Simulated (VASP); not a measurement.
Rh: single point with PBEsol

The system is Rh.

```
CELL_PARAMETERS angstrom
0.00000 1.89078 1.89078
1.89078 0.00000 1.89078
1.89078 1.89078 0.00000
ATOMIC_POSITIONS crystal
Rh 0.00000 0.00000 0.00000
```

- Program: VASP 6.6.1
- Task: single point
- Functional: PBEsol
- Potentials or basis: VASP PAW PBE potentials, release 64 (Rh_pv)
- Cutoff: 520 eV
- k mesh: 18 × 18 × 18
- Occupations: fermi-dirac, width 0.1 eV
- Spin: no spin polarisation
- Dipole correction: no
- Further INCAR settings: ALGO = Normal; EDIFF = 1e-06; NBANDS = 14

| Item | Value |
| --- | --- |
| Pressure | -0.1 GPa |

Levels at points of the mesh, in eV from the Fermi level:
| k point | band 5 | band 6 | band 7 | band 8 | band 9 | band 10 |
| --- | --- | --- | --- | --- | --- | --- |
| (0.00, 0.00, 0.00) | -3.17 | -3.17 | -3.17 | -1.00 | -1.00 | 15.93 |
| (0.50, 0.00, 0.00) | -3.25 | -3.25 | 0.60 | 0.60 | 0.64 | 8.77 |
| (0.50, 0.50, 0.00) | -6.12 | 0.58 | 1.03 | 1.03 | 3.21 | 12.45 |

It took 48 s on 1 thread of Intel Xeon 8259CL, with other jobs on the host, peak memory 0.15 GiB.

Caveat: the PAW data sets were made with another functional, which shifts forces and pressure a little.
